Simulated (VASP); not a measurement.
# Ti3Al5 (P4/mmm) in VASP: further runs

Ti3Al5 is run at these levels: PBEsol; tasks: single point.

All numbers are computed with VASP 6.6.1; they aren't measurements. Logs are shortened: lines on timing, memory, paths and dates and some standing lists are left out, and cuts for length are marked.

### Step 1. The cell of the first run

The structure is tetragonal, space group P4/mmm (No. 123). Conventional cell: a = 3.689 Å, b = 3.689 Å, c = 7.882 Å, α = 90.00°, β = 90.00°, γ = 90.00°. Ti (site symmetry 4/mmm) has 4 Ti at 2.61 Å and 8 Al at 2.69 Å within 3.4 Å. Within 3.4 Å of Ti (site symmetry 4/mmm) lie 12 Al at 2.61 to 2.71 Å. Within 3.4 Å of Ti (site symmetry 4/mmm) lie 4 Ti at 2.61 Å and 8 Al at 2.69 Å. Al (site symmetry 2mm) has 6 Al at 2.61 to 2.71 Å and 6 Ti at 2.69 to 2.71 Å within 3.4 Å. Within 3.4 Å of Al (site symmetry 4/mmm) lie 4 Ti at 2.61 Å and 8 Al at 2.71 Å.

### Step 2. Single point, PBEsol (strain -0.050 along x and y, -0.050 along z)

Contents of INCAR:

```
SYSTEM = Ti3Al5
PREC = Accurate
ENCUT = 520
EDIFF = 1E-6
ISMEAR = 0
SIGMA = 0.15
LREAL = .False.
LASPH = .True.
NELM = 80
ALGO = Fast
ISIF = 2
LWAVE = .False.
LCHARG = .False.
GGA = PS
NBANDS = 36
```

Contents of KPOINTS:

```
Automatic mesh
0
Gamma
  10 10 6
  0 0 0
```

Contents of POSCAR:

```
Ti3Al5
1.0
    3.6891303640      0.0000000000      0.0000000000
    0.0000000000      3.6891303640      0.0000000000
    0.0000000000      0.0000000000      7.8820407068
Ti Al
3 5
Direct
    0.0000000000      0.0000000000      0.5000000000
    0.5000000000      0.5000000000      0.0000000000
    0.5000000000      0.5000000000      0.5000000000
    0.0000000000      0.5000000000      0.2523516174
    0.0000000000      0.5000000000      0.7476483826
    0.5000000000      0.0000000000      0.2523516174
    0.5000000000      0.0000000000      0.7476483826
    0.0000000000      0.0000000000      0.0000000000
```

Potentials or basis: VASP PAW PBE potentials, release 64 (Ti_sv, Al).

Command:

```
> cat potpaw_PBE.64/Ti_sv/POTCAR potpaw_PBE.64/Al/POTCAR > POTCAR
> mpirun -np 1 vasp_std > vasp.out
```

OUTCAR:

```text
SYSTEM = Ti3Al5
   PREC = Accurate
   ENCUT = 520
   EDIFF = 1E-6
   ISMEAR = 0
   LREAL = .False.
   LASPH = .True.
   NELM = 80
   ISIF = 2
   GGA = PS

 ion  position               nearest neighbor table
   1  0.000  0.000  0.500-   3 2.61   3 2.61   3 2.61   3 2.61   7 2.69   4 2.69   4 2.69   5 2.69
                             5 2.69   6 2.69   7 2.69   6 2.69
   2  0.500  0.500  0.000-   8 2.61   8 2.61   8 2.61   8 2.61   4 2.71   6 2.71   7 2.71   5 2.71
                             4 2.71   5 2.71   6 2.71   7 2.71
   3  0.500  0.500  0.500-   1 2.61   1 2.61   1 2.61   1 2.61   7 2.69   4 2.69   6 2.69   7 2.69
                             5 2.69   4 2.69   5 2.69   6 2.69
   4  0.000  0.500  0.252-   6 2.61   6 2.61   6 2.61   6 2.61   3 2.69   3 2.69   1 2.69   1 2.69
                             2 2.71   2 2.71   8 2.71   8 2.71
   5  0.000  0.500  0.748-   7 2.61   7 2.61   7 2.61   7 2.61   3 2.69   3 2.69   1 2.69   1 2.69
                             2 2.71   2 2.71   8 2.71   8 2.71
   6  0.500  0.000  0.252-   4 2.61   4 2.61   4 2.61   4 2.61   3 2.69   1 2.69   1 2.69   3 2.69
                             2 2.71   2 2.71   8 2.71   8 2.71
   7  0.500  0.000  0.748-   5 2.61   5 2.61   5 2.61   5 2.61   3 2.69   1 2.69   1 2.69   3 2.69
                             2 2.71   2 2.71   8 2.71   8 2.71
   8  0.000  0.000  0.000-   2 2.61   2 2.61   2 2.61   2 2.61   7 2.71   4 2.71   4 2.71   5 2.71
                             5 2.71   6 2.71   7 2.71   6 2.71

  LATTYP: Found a simple tetragonal cell.
 ALAT       =     3.6891303640
 C/A-ratio  =     2.1365579226

  Lattice vectors:

 A1 = (   3.6891303640,   0.0000000000,   0.0000000000)
 A2 = (   0.0000000000,   3.6891303640,   0.0000000000)
 A3 = (   0.0000000000,   0.0000000000,   7.8820407068)

Analysis of symmetry for initial positions (statically):
=====================================================================
 Subroutine PRICEL returns:
 Original cell was already a primitive cell.

 Routine SETGRP: Setting up the symmetry group for a
 simple tetragonal supercell.

 Subroutine GETGRP returns: Found 16 space group operations
 (whereof 16 operations were pure point group operations)
 out of a pool of 16 trial point group operations.

The static configuration has the point symmetry D_4h.

Analysis of symmetry for dynamics (positions and initial velocities):
=====================================================================
 Subroutine PRICEL returns:
 Original cell was already a primitive cell.

 Routine SETGRP: Setting up the symmetry group for a
 simple tetragonal supercell.

[... 124 lines left out ...]
   POTIM  = 0.5000    time-step for ionic-motion
   TEBEG  =    0.0;   TEEND  =   0.0 temperature during run
   PSTRESS=    0.0 pullay stress
   NELECT =      51.0000    total number of electrons
   NUPDOWN=      -1.0000    fix difference up-down
   EMIN   =  10.00;   EMAX   =-10.00  energy-range for DOS
   EFERMI =   0.00;   METHOD = LEGACY
   ISMEAR =     0;   SIGMA  =   0.15  broadening in eV -4-tet -1-fermi 0-gaus
   EFERMI_NEDOS =   21; number of points for ismear=-14 and -15
   IALGO  =     68    algorithm
   IMIX   =      4    mixing-type and parameters
     AMIX     =   0.40;   BMIX     =  1.00
     AMIX_MAG =   1.60;   BMIX_MAG =  1.00
  volume/ion in A,a.u.               =      13.41        90.49
  Fermi-wavevector in a.u.,A,eV,Ry     =   1.277721  2.414542 22.212473  1.632571
  Thomas-Fermi vector in A             =   2.410304
   LORBIT       =      0    0 simple, 1 ext, 2 COOP (PROOUT), +10 PAW based schemes
   GGA     = PS    functional components
   LHFCALC =     F    Hartree Fock is set to
   AEXX    =    0.0000 exact exchange contribution
   IVDW    =     0    specifies the selected vdW correction
   LEPSILON=     F    determine dielectric tensor
   LRPA    =     F    only Hartree local field effects (RPA)
 non-spin polarized calculation
 RMM-DIIS sequential band-by-band and
 Gauss-broadening in eV      SIGMA  =   0.15
  energy-cutoff  :      520.00
  volume of cell :      107.27
 maximum number of plane-waves:      2920
 NGX is ok and might be reduce to    28
   NGX = 13   NGY = 13   NGZ = 29

 number of electron      50.9999989 magnetization

 Free energy of the ion-electron system (eV)
  ---------------------------------------------------
  ext. energy  EPLUGINS =         0.00000000
  ---------------------------------------------------
  free energy    TOTEN  =       -47.53938916 eV

  energy without entropy =      -47.48803724  energy(sigma->0) =      -47.51371320

 E-fermi :  10.2350     XC(G=0): -11.7517

 val. band max:       10.2339001833   @ k =   0.5000   0.0000   0.0000
 cond. band min:      10.2503093833   @ k =   0.3000   0.2000   0.0000
 fundamental gap:      0.0164092000
 Fermi energy:        10.2350440964

 k-point     1 :       0.0000    0.0000    0.0000
  band No.  band energies     occupation
      1     -45.7953      2.00000
      2     -45.7416      2.00000
      3     -45.2916      2.00000
      4     -22.3503      2.00000
      5     -22.3503      2.00000
      6     -22.3044      2.00000
[... 925 lines left out ...]
     35      14.0933      0.00000
     36      14.4023      0.00000

 [... further k-points ...]

------------------------ aborting loop because EDIFF is reached ----------------------------------------

  FORCE on cell =-STRESS in cart. coord.  units (eV):
  Direction    XX          YY          ZZ          XY          YZ          ZX
  --------------------------------------------------------------------------------------
  -------------------------------------------------------------------------------------
  Total       16.2584727     16.2584727     16.0072128      0.0000000      0.0000000      0.0000000
  in kB      242.8307327    242.8307327    239.0780046      0.0000000      0.0000000      0.0000000
  external PRESSURE =     241.5798233 kB  Pullay stress =       0.0000000 kB

 VOLUME and BASIS-vectors are now :
 -----------------------------------------------------------------------------
  energy-cutoff  :      520.00
  volume of cell :      107.27
      direct lattice vectors                 reciprocal lattice vectors
     3.689130364  0.000000000  0.000000000     0.271066593  0.000000000  0.000000000
     0.000000000  3.689130364  0.000000000     0.000000000  0.271066593  0.000000000
     0.000000000  0.000000000  7.882040707     0.000000000  0.000000000  0.126870697

 POSITION                                       TOTAL-FORCE (eV/Angst)
 -----------------------------------------------------------------------------------
      0.00000      0.00000      3.94102         0.000000      0.000000     -0.000000
      1.84457      1.84457      0.00000         0.000000      0.000000     -0.000000
      1.84457      1.84457      3.94102         0.000000      0.000000     -0.000000
      0.00000      1.84457      1.98905         0.000000      0.000000     -0.229625
      0.00000      1.84457      5.89299         0.000000     -0.000000      0.229625
      1.84457      0.00000      1.98905        -0.000000      0.000000     -0.229625
      1.84457      0.00000      5.89299         0.000000     -0.000000      0.229625
      0.00000      0.00000      0.00000         0.000000      0.000000     -0.000000
 -----------------------------------------------------------------------------------
    total drift:                                0.000000      0.000000      0.000000

  FREE ENERGIE OF THE ION-ELECTRON SYSTEM (eV)
  ---------------------------------------------------
  free  energy   TOTEN  =       -47.5393891606 eV

  energy  without entropy=      -47.4880372447  energy(sigma->0) =      -47.51371320
```

OSZICAR:

```text
N       E                     dE             d eps       ncg     rms          rms(c)
DAV:   1     0.556422944701E+03    0.55642E+03   -0.23181E+04  6080   0.149E+03
DAV:   2     0.160693944523E+02   -0.54035E+03   -0.52456E+03  6072   0.464E+02
DAV:   3    -0.443319490997E+02   -0.60401E+02   -0.58658E+02  9560   0.136E+02
[... 25 lines left out ...]
RMM:  29    -0.475393844614E+02   -0.21932E-05   -0.30489E-05  8268   0.185E-02    0.518E-03
RMM:  30    -0.475393864976E+02   -0.20361E-05   -0.21417E-05  6812   0.137E-02    0.952E-03
RMM:  31    -0.475393876488E+02   -0.11513E-05   -0.15586E-05  6765   0.116E-02    0.824E-03
RMM:  32    -0.475393885096E+02   -0.86075E-06   -0.11611E-05  6377   0.101E-02    0.782E-03
RMM:  33    -0.475393891606E+02   -0.65098E-06   -0.95396E-06  7272   0.119E-02
   1 F= -.47539389E+02 E0= -.47513713E+02  d E =-.513519E-01
```

It took 6.3 min on 1 thread of Intel Xeon 6975P-C (Granite Rapids), shared host; peak memory 0.38 GiB.

Results:

- Free energy: -47.5394 eV
- Pressure: 24.2 GPa
- Largest force: 0.230 eV/Å
- Band gap on the k mesh: zero (an odd number of electrons rules out a gap without spin polarisation)

Forces in eV/Å, atoms in the order of the input:
```
Ti   0.000  0.000  0.000
Ti   0.000  0.000  0.000
Ti   0.000  0.000  0.000
Al   0.000  0.000 -0.230
Al   0.000  0.000  0.230
Al   0.000  0.000 -0.230
Al   0.000  0.000  0.230
Al   0.000  0.000  0.000
```

Levels at points of the mesh, in eV from the Fermi level:
| k point | band 23 | band 24 | band 25 | band 26 | band 27 | band 28 |
| --- | --- | --- | --- | --- | --- | --- |
| (0.00, 0.00, 0.00) | -0.86 | -0.86 | -0.32 | 0.13 | 0.13 | 0.79 |
| (0.50, 0.00, 0.00) | -0.56 | -0.47 | 0.00 | 0.43 | 0.58 | 0.90 |
| (0.50, 0.50, 0.00) | -1.82 | -1.75 | -1.75 | -0.83 | -0.15 | 1.13 |
| (0.00, 0.00, 0.50) | -1.03 | -0.60 | -0.07 | 0.35 | 0.78 | 0.80 |
| (0.50, 0.00, 0.50) | -0.32 | -0.20 | -0.13 | 0.34 | 0.42 | 0.67 |
| (0.50, 0.50, 0.50) | -1.03 | -1.01 | -1.01 | -0.84 | -0.50 | 1.48 |

Caveat: the cell differs from its parent crystal (strain -0.050 along x and y, -0.050 along z); the cell stands under pressure; the PAW data sets were made with another functional, which shifts forces and pressure a little.

(Continued in part 2 of 2.)
